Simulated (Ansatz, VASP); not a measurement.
## C: VASP beside Ansatz

The input INCAR:

```
SYSTEM = C
PREC = Accurate
ENCUT = 520
EDIFF = 1E-6
ISMEAR = -1
SIGMA = 0.05
LREAL = .FALSE.
LASPH = .TRUE.
NELM = 80
ALGO = Normal
ISIF = 2
LWAVE = .FALSE.
LCHARG = .FALSE.
GGA = RP
IVDW = 12
NBANDS = 26
```

Contents of KPOINTS:

```
Automatic mesh
0
G
  12 12 4
  0 0 0
```

The input POSCAR:

```
C
1.0
    2.5388031358      0.0000000000      0.0000000000
   -1.2694015679      2.1986680108      0.0000000000
    0.0000000000      0.0000000000      8.2916519209
C
8
Direct
    0.6666666667      0.3333333333      0.8437500000
    0.3333333333      0.6666666667      0.3437500000
    0.6666666667      0.3333333333      0.6562500000
    0.3333333333      0.6666666667      0.1562500000
    0.0000000000      0.0000000000      0.9062500000
    0.0000000000      0.0000000000      0.4062500000
    0.0000000000      0.0000000000      0.5937500000
    0.0000000000      0.0000000000      0.0937500000
```

input.yaml

```yaml
crystal:
  lattice:
    - [2.5388031358, 0.0, 0.0]
    - [-1.2694015679, 2.1986680108, 0.0]
    - [0.0, 0.0, 8.2916519209]
  atoms:
    - { symbol: C, position: [0.6666666667, 0.3333333333, 0.84375] }
    - { symbol: C, position: [0.3333333333, 0.6666666667, 0.34375] }
    - { symbol: C, position: [0.6666666667, 0.3333333333, 0.65625] }
    - { symbol: C, position: [0.3333333333, 0.6666666667, 0.15625] }
    - { symbol: C, position: [0.0, 0.0, 0.90625] }
    - { symbol: C, position: [0.0, 0.0, 0.40625] }
    - { symbol: C, position: [0.0, 0.0, 0.59375] }
    - { symbol: C, position: [0.0, 0.0, 0.09375] }
hamiltonian:
  xc: rpbe
  pseudopotentials: { kind: paw }
  dispersion: d3bj
kpoints:
  mp_grid: { grid: [12, 12, 4] }
scf:
  occupations: { method: fermi_dirac, width: 0.05 }
output:
  forces: true
  stress: true
  eigenvalues: true
```

Alike in both runs: task single point; functional RPBE; dispersion D3(BJ); k mesh 12 × 12 × 4; occupations fermi-dirac, width 0.05 eV; no spin polarisation.

```csv
,VASP,Ansatz
version,VASP 6.6.1,Ansatz 0.2.0
potentials or method,"VASP PAW PBE potentials, release 64 (C)",Ansatz PAW
plane-wave cutoff (eV),520,420
valence electrons in the cell,32,32
```

Ansatz gave:

```
gap on the k mesh at the Fermi level (eV)                     : 4.38
least direct gap on the mesh (eV)                             : 5.15
pressure (GPa)                                                : -18.1
traceless stress, the component that is largest in VASP (GPa) : 7.81
rms of the force components (eV/Å)                            : 0.182
```

Question: What did VASP give for the same quantities?

Answer: gap on the k mesh at the Fermi level (eV): 4.37; least direct gap on the mesh (eV): 5.14; pressure (GPa): -17.6; traceless stress, the component that is largest in VASP (GPa): 7.81; rms of the force components (eV/Å): 0.182.

VASP's potentials were made for PBE, not for RPBE. Atom by atom the forces differ by 0.001 eV/Å (rms over components).
